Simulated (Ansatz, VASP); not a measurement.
One calculation of HfO3, two programs

File INCAR:

```
SYSTEM = HfO3
ALGO = Normal ; EDIFF = 1E-6
ENCUT = 600 ; GGA = PE
GGA_COMPAT = .FALSE. ; ISIF = 2
ISMEAR = 0 ; LASPH = .TRUE.
LCHARG = .TRUE. ; LELF = .TRUE.
LREAL = .FALSE. ; LVHAR = .TRUE.
LWAVE = .FALSE. ; NBANDS = 22
NELM = 120 ; PREC = Accurate
SIGMA = 0.1
```

File KPOINTS:

```
k-points
0
G
  16 16 16
  0 0 0
```

POSCAR

```
HfO3
1.0
    0.0000000000      2.6533304110      2.6533304110
    2.6533304110      0.0000000000      2.6533304110
    2.6533304110      2.6533304110      0.0000000000
Hf O
1 3
Direct
    0.5000000000      0.5000000000      0.5000000000
    0.0000000000      0.0000000000      0.0000000000
    0.2500000000      0.2500000000      0.2500000000
    0.7500000000      0.7500000000      0.7500000000
```

Input for Ansatz:

```yaml
crystal:
  lattice:
    - [0.0, 2.653330411, 2.653330411]
    - [2.653330411, 0.0, 2.653330411]
    - [2.653330411, 2.653330411, 0.0]
  atoms:
    - { symbol: Hf, position: [0.5, 0.5, 0.5] }
    - { symbol: O, position: [0.0, 0.0, 0.0] }
    - { symbol: O, position: [0.25, 0.25, 0.25] }
    - { symbol: O, position: [0.75, 0.75, 0.75] }
basis:
  ecutwfc: 420
kpoints:
  mp_grid: { grid: [16, 16, 16] }
hamiltonian:
  xc: pbe
scf:
  occupations: { method: gaussian, width: 0.1 }
  eigensolver: { kind: davidson }
output:
  forces: true
  eigenvalues: true
  stress: true
```

Alike in both runs: task single point; functional PBE; k mesh 16 × 16 × 16; occupations gaussian, width 0.1 eV; no spin polarisation.

|  | VASP | Ansatz |
| --- | --- | --- |
| version | VASP 6.6.1 | Ansatz 0.2.0 |
| potentials or method | VASP PAW PBE potentials, release 64 (Hf_pv, O), cutoff 600 eV | scalar-relativistic, plane waves, PAW |
| valence electrons in the cell | 28 | 44 |

|  | VASP | Ansatz | Ansatz less VASP |
| --- | --- | --- | --- |
| gap on the k mesh at the Fermi level (eV) | none | none | - |
| pressure (GPa) | -3.1 | 0.0 | +3.12 |

A gap of «none» marks a metal or a gap that the smearing closes. The functional is the same, so the differences come from potentials, cutoffs and numerics. VASP's potentials hold 28 valence electrons a cell and Ansatz's 44, so a difference there can come from the potentials and not from the codes.

Spin-orbit coupling is off throughout.
